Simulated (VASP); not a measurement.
A run of VASP 6.6.1 is set up as follows.

INCAR

```
SYSTEM = Ni
PREC = Accurate
ENCUT = 520
EDIFF = 1E-6
ISMEAR = -1
SIGMA = 0.05
LREAL = .False.
LASPH = .True.
NELM = 150
ALGO = Normal
ISIF = 2
LWAVE = .False.
LCHARG = .False.
ISPIN = 2
MAGMOM = -0.839 -0.839
LORBIT = 11
LMAXMIX = 4
GGA = PE
NBANDS = 21
```

File KPOINTS:

```
regular mesh
0
Gamma
  17 17 17
  0 0 0
```

POSCAR

```
Ni
1.0
    0.0000000000      2.5501213059      2.5501213059
    2.5501213059      0.0000000000      2.5501213059
    2.5501213059      2.5501213059      0.0000000000
Ni
2
Direct
    0.1250000000      0.1250000000      0.1250000000
    0.8750000000      0.8750000000      0.8750000000
```

Potentials or basis: VASP PAW PBE potentials, release 64 (Ni).

The run is started by

```console
$ cat potpaw_PBE.64/Ni/POTCAR > POTCAR
$ mpirun -np 1 vasp_std > vasp.out
```

Predict the net moment.

-1.58 μB per cell.

Predict the site moments.

Ni -0.80 μB.

What does it give for the pressure?

0.2 GPa.
